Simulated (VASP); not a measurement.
Wanted: the native input for a VASP 6.6.1 run.

* Task: relaxation of cell and atoms
* Functional: PBE
* Potentials or basis: VASP PAW PBE potentials, release 64 (Na_pv, F)
* Cutoff: 600 eV
* k mesh: 7 × 7 × 7
* Occupations: gaussian, width 0.01 eV
* Spin: no spin polarisation
* Target pressure: 5 GPa
* Dipole correction: no
* Further INCAR settings: ALGO = Normal; EDIFF = 1e-07; IBRION = 2; EDIFFG = -0.03; NSW = 80; ISIF = 3

The structure of NaF lies in POSCAR:

```
NaF
1.0
    0.0000000000      2.3200000000      2.3200000000
    2.3200000000      0.0000000000      2.3200000000
    2.3200000000      2.3200000000      0.0000000000
Na F
1 1
Direct
    0.0000000000      0.0000000000      0.0000000000
    0.5000000000      0.5000000000      0.5000000000
```

These files were run (other wordings do the same):

INCAR

```
ALGO = Normal
EDIFF = 1E-7
EDIFFG = -0.03
ENCUT = 600
GGA = PE
GGA_COMPAT = F
IBRION = 2
ISIF = 3
ISMEAR = 0
LASPH = T
LCHARG = F
LREAL = F
LWAVE = F
NELM = 120
NELMIN = 4
NSW = 80
PREC = Accurate
PSTRESS = 50.0
SIGMA = 0.01
```

KPOINTS

```
k-points
0
Gamma
  7 7 7
```

Potentials or basis: VASP PAW PBE potentials, release 64 (Na_pv, F).

The run is started by

```sh
$ cat potpaw_PBE.64/Na_pv/POTCAR potpaw_PBE.64/F/POTCAR > POTCAR
$ mpirun -np 1 vasp_std > vasp.out
```

It gave:

The relaxed volume is 11.82 Å³/atom and the relaxed cell is a = 3.221 Å, b = 3.221 Å, c = 3.221 Å, α = 60.00°, β = 60.00°, γ = 60.00°. The space group after relaxing (to 0.1 Å) is Fm-3m (No. 225), the energy change on relaxing (the run minimises the enthalpy) is +13.6 meV/atom and the ionic steps are 3. The pressure after relaxing is 5.0 GPa. The band gap on the k mesh is 6.59 eV.

Caveat: the cell is relaxed towards a set pressure, so the run minimises the enthalpy, not the energy.

Run time: 48 s on 1 thread of Intel Xeon 8259CL, with other jobs on the host, peak memory 0.15 GiB.
